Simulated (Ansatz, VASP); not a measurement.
**One calculation of GaP, two programs**

```
Ga P
1.0
     0.00000    2.72540    2.69815
     2.72540    0.00000    2.69815
     2.72540    2.72540    0.00000
Ga P
1 1
Cartesian
  0.0000 0.0000 0.0000
  1.3627 1.3627 1.3491
```

Change from the starting cell: uniaxial_z strain -1.0%.

Alike in both runs: task single point; functional r2SCAN; k mesh 8 × 8 × 8; no spin polarisation.

|  | VASP | Ansatz |
| --- | --- | --- |
| version | VASP 6.6.1 | Ansatz 0.2.0 |
| potentials or method | VASP PAW PBE potentials, release 64 (Ga_d, P) | plane waves, PAW |
| plane-wave cutoff (eV) | 520 | 500 |
| occupations | gaussian, width 0.01 eV | fixed |
| valence electrons in the cell | 18 | 18 |

Ansatz gave:

* gap on the k mesh at the Fermi level (eV): 1.78
* pressure (GPa): 0.9
* traceless stress, the component that is largest in VASP (GPa): 0.54

Problem. Estimate VASP's values.

Solution. gap on the k mesh at the Fermi level (eV): 1.78; pressure (GPa): 0.9; traceless stress, the component that is largest in VASP (GPa): 0.53.

VASP's potentials were made for PBE, not for r2SCAN.
